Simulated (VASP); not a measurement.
# TaN (P-6m2) in VASP: further runs

TaN is run at these levels: PBEsol; tasks: electric field gradients.

All numbers are computed with VASP 6.6.1; they aren't measurements. Logs are shortened: lines on timing, memory, paths and dates and some standing lists are left out, and cuts for length are marked.

**1. The cell of the first run**

It takes space group P-6m2 (No. 187, hexagonal). The conventional cell has a = 2.938 Å, b = 2.938 Å, c = 2.883 Å, α = 90.00°, β = 90.00°, γ = 120.00°. Within 2.9 Å of Ta (site symmetry -6m2) lie 6 N at 2.23 Å and 2 Ta at 2.88 Å. N (site symmetry -6m2) has 6 Ta at 2.23 Å and 2 N at 2.88 Å within 2.9 Å.

**2. Electric field gradients, PBEsol**

File INCAR:

```
  ALGO = Normal
  EDIFF = 1E-8
  ENCUT = 520
  GGA = PS
  ISIF = 2
  ISMEAR = -1
  LASPH = T
  LCHARG = F
  LEFG = T
  LREAL = F
  LWAVE = F
  NBANDS = 15
  NELM = 80
  PREC = Accurate
  SIGMA = 0.02
```

File KPOINTS:

```
k-points
0
Gamma
  12 12 10
```

File POSCAR:

```
TaN
1.0
    2.9379988584      0.0000000000      0.0000000000
   -1.4689994292      2.5443816477      0.0000000000
    0.0000000000      0.0000000000      2.8830000000
Ta N
1 1
Direct
    0.3333333333      0.6666666667      0.5000000000
    0.0000000000      0.0000000000      0.0000000000
```

Potentials or basis: VASP PAW PBE potentials, release 64 (Ta_pv, N).

The run is started by

```bash
cat potpaw_PBE.64/Ta_pv/POTCAR potpaw_PBE.64/N/POTCAR > POTCAR
mpirun -np 1 vasp_std > vasp.out
```

OUTCAR:

```text
EDIFF = 1E-8
   ENCUT = 520
   GGA = PS
   ISIF = 2
   ISMEAR = -1
   LASPH = T
   LREAL = F
   NELM = 80
   PREC = Accurate

 ion  position               nearest neighbor table
   1  0.333  0.667  0.500-   2 2.23   2 2.23   2 2.23   2 2.23   2 2.23   2 2.23
   2  0.000  0.000  0.000-   1 2.23   1 2.23   1 2.23   1 2.23   1 2.23   1 2.23

  LATTYP: Found a hexagonal cell.
 ALAT       =     2.9379988584
 C/A-ratio  =     0.9812801635

  Lattice vectors:

 A1 = (   2.9379988584,   0.0000000000,   0.0000000000)
 A2 = (  -1.4689994292,   2.5443816477,   0.0000000000)
 A3 = (   0.0000000000,   0.0000000000,   2.8830000000)

Analysis of symmetry for initial positions (statically):
=====================================================================
 Subroutine PRICEL returns:
 Original cell was already a primitive cell.

 Routine SETGRP: Setting up the symmetry group for a
 hexagonal supercell.

 Subroutine GETGRP returns: Found 12 space group operations
 (whereof 12 operations were pure point group operations)
 out of a pool of 24 trial point group operations.

The static configuration has the point symmetry D_3h.

Analysis of symmetry for dynamics (positions and initial velocities):
=====================================================================
 Subroutine PRICEL returns:
 Original cell was already a primitive cell.

 Routine SETGRP: Setting up the symmetry group for a
 hexagonal supercell.

 Subroutine GETGRP returns: Found 12 space group operations
 (whereof 12 operations were pure point group operations)
 out of a pool of 24 trial point group operations.

The dynamic configuration has the point symmetry D_3h.

 Subroutine INISYM returns: Found 12 space group operations
 (whereof 12 operations are pure point group operations),
 and found     1 'primitive' translations

----------------------------------------------------------------------------------------

                                     Primitive cell

  volume of cell :      21.5516

  direct lattice vectors                    reciprocal lattice vectors
     2.937998858  0.000000000  0.000000000     0.340367729  0.196511400  0.000000000
    -1.468999429  2.544381648  0.000000000     0.000000000  0.393022800  0.000000000
     0.000000000  0.000000000  2.883000000     0.000000000  0.000000000  0.346860909

  length of vectors
     2.937998858  2.937998858  2.883000000     0.393022800  0.393022800  0.346860909

  position of ions in fractional coordinates (direct lattice)
     0.333333333  0.666666667  0.500000000
     0.000000000  0.000000000  0.000000000

  ion indices of the primitive-cell ions
   primitive index   ion index
                 1           1
                 2           2

----------------------------------------------------------------------------------------

 KPOINTS: k-points

Automatic generation of k-mesh.
 Grid dimensions read from file:
 generate k-points for:   12   12   10

 Generating k-lattice:

  Cartesian coordinates                     Fractional coordinates (reciprocal lattice)
     0.028363977  0.016375950  0.000000000     0.083333333 -0.000000000  0.000000000
     0.000000000  0.032751900  0.000000000     0.000000000  0.083333333  0.000000000
     0.000000000  0.000000000  0.034686091     0.000000000  0.000000000  0.100000000

  Length of vectors
     0.032751900  0.032751900  0.034686091

  Shift w.r.t. Gamma in fractional coordinates (k-lattice)
     0.000000000  0.000000000  0.000000000

 Subroutine IBZKPT returns following result:
 ===========================================

 Found    114 irreducible k-points:

 Following reciprocal coordinates:
            Coordinates               Weight
  0.000000  0.000000  0.000000      1.000000
  0.083333  0.000000  0.000000      6.000000
  0.166667  0.000000  0.000000      6.000000
  0.250000  0.000000  0.000000      6.000000
  0.333333  0.000000  0.000000      6.000000
  0.416667  0.000000  0.000000      6.000000
[... 16 lines left out ...]
  0.250000  0.000000  0.100000     12.000000
  0.333333  0.000000  0.100000     12.000000
 [... further k-points ...]
   k-points           NKPTS =    114   k-points in BZ     NKDIM =    114   number of bands    NBANDS=     15
   number of dos      NEDOS =    301   number of ions     NIONS =      2
   total plane-waves  NPLWV =  13824
   dimension x,y,z NGX =    24 NGY =   24 NGZ =   24
   dimension x,y,z NGXF=    48 NGYF=   48 NGZF=   48
   ions per type =               1   1
   NGX,Y,Z   is equivalent  to a cutoff of  13.58, 13.58, 13.84 a.u.
   NGXF,Y,Z  is equivalent  to a cutoff of  27.16, 27.16, 27.68 a.u.
 SYSTEM =  unknown system
   PREC   = accura    normal or accurate (medium, high low for compatibility)
   ISTART =      0    job   : 0-new  1-cont  2-samecut
   ICHARG =      2    charge: 1-file 2-atom 10-const
   ISPIN  =      1    spin polarized calculation?
   LNONCOLLINEAR =      F non collinear calculations
   LSORBIT =      F    spin-orbit coupling
   LASPH  =      T    aspherical Exc in radial PAW
   ENCUT  =  520.0 eV  38.22 Ry    6.18 a.u.   5.46  5.46  5.36*2*pi/ulx,y,z
   NELM   =     80;   NELMIN=  2; NELMDL= -5     # of ELM steps
   EDIFF  = 0.1E-07   stopping-criterion for ELM
   LREAL  =      F    real-space projection
   EDIFFG = 0.1E-06   stopping-criterion for IOM
   NSW    =      0    number of steps for IOM
   IBRION =     -1    ionic relax: 0-MD 1-quasi-New 2-CG
   NFREE  =      0    steps in history (QN), initial steepest desc. (CG)
   ISIF   =      2    stress and relaxation
   ISYM   =      2    0-nonsym 1-usesym 2-fastsym
   POTIM  = 0.5000    time-step for ionic-motion
   TEBEG  =    0.0;   TEEND  =   0.0 temperature during run
   PSTRESS=    0.0 pullay stress
   NELECT =      16.0000    total number of electrons
   NUPDOWN=      -1.0000    fix difference up-down
   EMIN   =  10.00;   EMAX   =-10.00  energy-range for DOS
   EFERMI =   0.00;   METHOD = LEGACY
   ISMEAR =    -1;   SIGMA  =   0.02  broadening in eV -4-tet -1-fermi 0-gaus
   EFERMI_NEDOS =   21; number of points for ismear=-14 and -15
   IALGO  =     38    algorithm
   IMIX   =      4    mixing-type and parameters
     AMIX     =   0.40;   BMIX     =  1.00
     AMIX_MAG =   1.60;   BMIX_MAG =  1.00
  volume/ion in A,a.u.               =      10.78        72.72
  Fermi-wavevector in a.u.,A,eV,Ry     =   1.482366  2.801265 29.897546  2.197408
  Thomas-Fermi vector in A             =   2.596161
   LORBIT       =      0    0 simple, 1 ext, 2 COOP (PROOUT), +10 PAW based schemes
   GGA     = PS    functional components
   LHFCALC =     F    Hartree Fock is set to
   AEXX    =    0.0000 exact exchange contribution
   IVDW    =     0    specifies the selected vdW correction
   LEPSILON=     F    determine dielectric tensor
   LRPA    =     F    only Hartree local field effects (RPA)
 non-spin polarized calculation
  energy-cutoff  :      520.00
  volume of cell :       21.55
 maximum number of plane-waves:       599
 NGX is ok and might be reduce to    24
   NGX = 11   NGY = 11   NGZ = 11

 number of electron      16.0000001 magnetization

 Free energy of the ion-electron system (eV)
  ---------------------------------------------------
  ext. energy  EPLUGINS =         0.00000000
  ---------------------------------------------------
  free energy    TOTEN  =       -23.80318663 eV

  energy without entropy =      -23.80308622  energy(sigma->0) =      -23.80313642

 E-fermi :   8.1916     XC(G=0): -13.5052

 val. band max:        8.0732746533   @ k =   0.0000   0.0000   0.4000
 cond. band min:       8.2336688701   @ k =   0.0833   0.0000   0.5000
 fundamental gap:      0.1603942168
 Fermi energy:         8.1916383468

 k-point     1 :       0.0000    0.0000    0.0000
  band No.  band energies     occupation
      1     -26.6874      2.00000
      2     -26.4203      2.00000
      3     -26.4203      2.00000
      4      -9.6447      2.00000
      5       3.5292      2.00000
      6       3.5292      2.00000
      7       3.8662      2.00000
      8       5.1827      2.00000
      9      10.3065      0.00000
     10      11.6902      0.00000
     11      11.6902      0.00000
     12      12.0714      0.00000
     13      12.0714      0.00000
     14      21.0988      0.00000
     15      21.5291      0.00000
[... 397 lines left out ...]
 k-point    24 :       0.3333    0.0000    0.1000
  band No.  band energies     occupation
      1     -27.2025      2.00000
      2     -26.6639      2.00000
      3     -26.5885      2.00000
      4      -7.8811      2.00000
      5       0.5201      2.00000
      6       3.0589      2.00000
      7       4.4399      2.00000
      8       5.3761      2.00000
      9      10.7509      0.00000
     10      11.0537      0.00000
     11      12.6326      0.00000
     12      13.1104      0.00000
     13      15.1782      0.00000
     14      21.1438      0.00000
     15      21.5107      0.00000

 [... further k-points ...]
[... 5 lines left out ...]
  --------------------------------------------------------------------------------------
  -------------------------------------------------------------------------------------
  Total       -0.5444525     -0.5444525     -0.5581821      0.0000000      0.0000000      0.0000000
  in kB      -40.4754863    -40.4754863    -41.4961657      0.0000000      0.0000000      0.0000000
  external PRESSURE =     -40.8157128 kB  Pullay stress =       0.0000000 kB

 VOLUME and BASIS-vectors are now :
 -----------------------------------------------------------------------------
  energy-cutoff  :      520.00
  volume of cell :       21.55
      direct lattice vectors                 reciprocal lattice vectors
     2.937998858  0.000000000  0.000000000     0.340367729  0.196511400  0.000000000
    -1.468999429  2.544381648  0.000000000     0.000000000  0.393022800  0.000000000
     0.000000000  0.000000000  2.883000000     0.000000000  0.000000000  0.346860909

 POSITION                                       TOTAL-FORCE (eV/Angst)
 -----------------------------------------------------------------------------------
     -0.00000      1.69625      1.44150         0.000000      0.000000      0.000000
      0.00000      0.00000      0.00000        -0.000000      0.000000      0.000000
 -----------------------------------------------------------------------------------
    total drift:                                0.000000     -0.000000     -0.000000

  FREE ENERGIE OF THE ION-ELECTRON SYSTEM (eV)
  ---------------------------------------------------
  free  energy   TOTEN  =       -23.8031866292 eV

  energy  without entropy=      -23.8030862167  energy(sigma->0) =      -23.80313642

 Electric field gradients (V/A^2)
---------------------------------------------------------------------
 ion       V_xx      V_yy      V_zz      V_xy      V_xz      V_yz
---------------------------------------------------------------------
   1      -9.693    -9.693    19.386     0.000     0.000    -0.000
   2      -0.192    -0.191     0.382     0.001    -0.000    -0.000
---------------------------------------------------------------------

 Electric field gradients after diagonalization (V/A^2)
 (convention: |V_zz| > |V_xx| > |V_yy|)
----------------------------------------------------------------------
 ion       V_xx      V_yy      V_zz     asymmetry (V_yy - V_xx)/ V_zz
----------------------------------------------------------------------
   1      -9.693    -9.693    19.386       0.000
   2      -0.192    -0.190     0.382       0.006
----------------------------------------------------------------------

           NMR quadrupolar parameters

 Cq : quadrupolar parameter    Cq=e*Q*V_zz/h
 eta: asymmetry parameters     (V_yy - V_xx)/ V_zz
 Q  : nuclear electric quadrupole moment in mb (millibarn)
----------------------------------------------------------------------
 ion       Cq(MHz)       eta       Q (mb)
----------------------------------------------------------------------
   1       0.047       0.000       1.000
   2       0.001       0.006       1.000
----------------------------------------------------------------------
```

It took 43 s on 1 thread of Intel Xeon Platinum 8259CL at 2.50GHz (Skylake/Cascade Lake), shared host; peak memory 0.16 GiB.

Results:

| Item | Value |
| --- | --- |
| Free energy | -23.8032 eV |
| Pressure | -4.1 GPa |
| Band gap on the k mesh | zero (band 8 reaches 8.49 eV, above the bottom of band 9 at 7.99 eV) |

Electric field gradients, principal values (V/Å²):
```tsv
atom	least	middle	greatest (by size)
1 Ta	-9.693	-9.693	19.386
2 N	-0.190	-0.192	0.382
```

Caveat: without QUAD_EFG the Cq values of the log hold for a quadrupole moment of 1 mb, not for the nuclei; the PAW data sets were made with another functional, which shifts forces and pressure a little; spin-orbit coupling is left out, which moves the levels of the heavy elements.

**3. Electric field gradients, PBEsol (volume scaled by 1.03)**

File INCAR:

```
SYSTEM = TaN
ALGO = Normal ; EDIFF = 1E-8
ENCUT = 520 ; GGA = PS
ISIF = 2 ; ISMEAR = -1
LASPH = .TRUE. ; LCHARG = .FALSE.
LEFG = .TRUE. ; LREAL = .FALSE.
LWAVE = .FALSE. ; NBANDS = 15
NELM = 100 ; PREC = Accurate
SIGMA = 0.02
```

File KPOINTS:

```
k-points
0
G
  12 12 10
  0 0 0
```

File POSCAR:

```
TaN
1.0
    2.9670898479      0.0000000000      0.0000000000
   -1.4835449240      2.5695751837      0.0000000000
    0.0000000000      0.0000000000      2.9115464110
Ta N
1 1
Direct
    0.3333333333      0.6666666667      0.5000000000
    0.0000000000      0.0000000000      0.0000000000
```

Potentials or basis: VASP PAW PBE potentials, release 64 (Ta_pv, N).

The run is started by

```bash
cat potpaw_PBE.64/Ta_pv/POTCAR potpaw_PBE.64/N/POTCAR > POTCAR
mpirun -np 1 vasp_std > vasp.out
```

OUTCAR:

```text
SYSTEM = TaN
   EDIFF = 1E-8
   ENCUT = 520
   GGA = PS
   ISIF = 2
   ISMEAR = -1
   LASPH = .TRUE.
   LREAL = .FALSE.
   NELM = 100
   PREC = Accurate

 ion  position               nearest neighbor table
   1  0.333  0.667  0.500-   2 2.25   2 2.25   2 2.25   2 2.25   2 2.25   2 2.25
   2  0.000  0.000  0.000-   1 2.25   1 2.25   1 2.25   1 2.25   1 2.25   1 2.25

  LATTYP: Found a hexagonal cell.
 ALAT       =     2.9670898479
 C/A-ratio  =     0.9812801635

  Lattice vectors:

 A1 = (   2.9670898479,   0.0000000000,   0.0000000000)
 A2 = (  -1.4835449240,   2.5695751837,   0.0000000000)
 A3 = (   0.0000000000,   0.0000000000,   2.9115464110)

Analysis of symmetry for initial positions (statically):
=====================================================================
 Subroutine PRICEL returns:
 Original cell was already a primitive cell.

 Routine SETGRP: Setting up the symmetry group for a
 hexagonal supercell.
[... 621 lines left out ...]
  volume of cell :       22.20
      direct lattice vectors                 reciprocal lattice vectors
     2.967089848  0.000000000  0.000000000     0.337030576  0.194584694  0.000000000
    -1.483544924  2.569575184  0.000000000     0.000000000  0.389169387  0.000000000
     0.000000000  0.000000000  2.911546411     0.000000000  0.000000000  0.343460093

 POSITION                                       TOTAL-FORCE (eV/Angst)
 -----------------------------------------------------------------------------------
     -0.00000      1.71305      1.45577         0.000000      0.000000      0.000000
      0.00000      0.00000      0.00000        -0.000000     -0.000000      0.000000
 -----------------------------------------------------------------------------------
    total drift:                                0.000000     -0.000000     -0.000000

  FREE ENERGIE OF THE ION-ELECTRON SYSTEM (eV)
  ---------------------------------------------------
  free  energy   TOTEN  =       -23.7672992079 eV

  energy  without entropy=      -23.7671976036  energy(sigma->0) =      -23.76724841

 Electric field gradients (V/A^2)
---------------------------------------------------------------------
 ion       V_xx      V_yy      V_zz      V_xy      V_xz      V_yz
---------------------------------------------------------------------
   1     -11.508   -11.508    23.016     0.000     0.000    -0.000
   2      -0.408    -0.407     0.816     0.001    -0.000     0.000
---------------------------------------------------------------------

 Electric field gradients after diagonalization (V/A^2)
 (convention: |V_zz| > |V_xx| > |V_yy|)
----------------------------------------------------------------------
 ion       V_xx      V_yy      V_zz     asymmetry (V_yy - V_xx)/ V_zz
----------------------------------------------------------------------
   1     -11.509   -11.508    23.016       0.000
   2      -0.409    -0.407     0.816       0.003
----------------------------------------------------------------------

           NMR quadrupolar parameters

 Cq : quadrupolar parameter    Cq=e*Q*V_zz/h
 eta: asymmetry parameters     (V_yy - V_xx)/ V_zz
 Q  : nuclear electric quadrupole moment in mb (millibarn)
----------------------------------------------------------------------
 ion       Cq(MHz)       eta       Q (mb)
----------------------------------------------------------------------
   1       0.056       0.000       1.000
   2       0.002       0.003       1.000
----------------------------------------------------------------------
```

OSZICAR:

```text
N       E                     dE             d eps       ncg     rms          rms(c)
DAV:   1     0.876937462530E+02    0.87694E+02   -0.87112E+03  3420   0.112E+03
DAV:   2    -0.234034539891E+02   -0.11110E+03   -0.10425E+03  4141   0.301E+02
DAV:   3    -0.261236775274E+02   -0.27202E+01   -0.27078E+01  3889   0.440E+01
DAV:   4    -0.261346877987E+02   -0.11010E-01   -0.11007E-01  4456   0.303E+00
DAV:   5    -0.261347606265E+02   -0.72828E-04   -0.72824E-04  3945   0.229E-01    0.224E+01
DAV:   6    -0.238906529587E+02    0.22441E+01   -0.35665E+00  4512   0.224E+01    0.950E+00
DAV:   7    -0.238055757683E+02    0.85077E-01   -0.54273E-01  3847   0.589E+00    0.655E+00
DAV:   8    -0.237749529756E+02    0.30623E-01   -0.17725E-01  4211   0.348E+00    0.140E+00
DAV:   9    -0.237674476644E+02    0.75053E-02   -0.16991E-02  3945   0.106E+00    0.205E-01
DAV:  10    -0.237673744420E+02    0.73222E-04   -0.10631E-03  4239   0.382E-01    0.942E-02
DAV:  11    -0.237672988706E+02    0.75571E-04   -0.89328E-05  4036   0.102E-01    0.131E-02
DAV:  12    -0.237672993268E+02   -0.45615E-06   -0.12311E-05  3700   0.298E-02    0.407E-03
DAV:  13    -0.237672993012E+02    0.25583E-07   -0.38790E-08  4463   0.193E-03    0.270E-03
DAV:  14    -0.237672992153E+02    0.85855E-07   -0.23716E-08  3910   0.147E-03    0.495E-04
DAV:  15    -0.237672992040E+02    0.11315E-07   -0.17987E-09  1808   0.363E-04    0.177E-04
DAV:  16    -0.237672992079E+02   -0.39233E-08   -0.20958E-10  1752   0.165E-04
   1 F= -.23767299E+02 E0= -.23767248E+02  d E =-.101604E-03
```

Wall time 48 s (1 thread of Intel Xeon Platinum 8259CL at 2.50GHz (Skylake/Cascade Lake), shared host); peak memory 0.17 GiB.

What came out:

- Free energy: -23.7673 eV
- Pressure: -13.7 GPa
- Band gap on the k mesh: zero (band 8 reaches 8.17 eV, above the bottom of band 9 at 7.69 eV)

Stress tensor (GPa, compression positive):
```
-13.28   0.00   0.00
  0.00 -13.28   0.00
  0.00   0.00 -14.51
```

Levels at points of the mesh, in eV from the Fermi level:
| k point | band 5 | band 6 | band 7 | band 8 | band 9 | band 10 | band 11 | band 12 |
| --- | --- | --- | --- | --- | --- | --- | --- | --- |
| (0.00, 0.00, 0.00) | -4.53 | -4.53 | -4.19 | -2.97 | 1.90 | 3.37 | 3.37 | 3.71 |
| (0.50, 0.00, 0.00) | -8.24 | -5.15 | -3.47 | -3.21 | 2.77 | 3.77 | 4.94 | 4.99 |
| (0.00, 0.00, 0.50) | -9.30 | -3.74 | -3.74 | -0.19 | -0.19 | 2.26 | 3.12 | 3.12 |
| (0.50, 0.00, 0.50) | -7.27 | -6.18 | -5.63 | -0.50 | 3.85 | 5.04 | 5.71 | 6.72 |

Electric field gradients, principal values (V/Å²):
| atom | least | middle | greatest (by size) |
| --- | --- | --- | --- |
| 1 Ta | -11.508 | -11.509 | 23.016 |
| 2 N | -0.407 | -0.409 | 0.816 |

Caveat: without QUAD_EFG the Cq values of the log hold for a quadrupole moment of 1 mb, not for the nuclei; the PAW data sets were made with another functional, which shifts forces and pressure a little; spin-orbit coupling is left out, which moves the levels of the heavy elements.
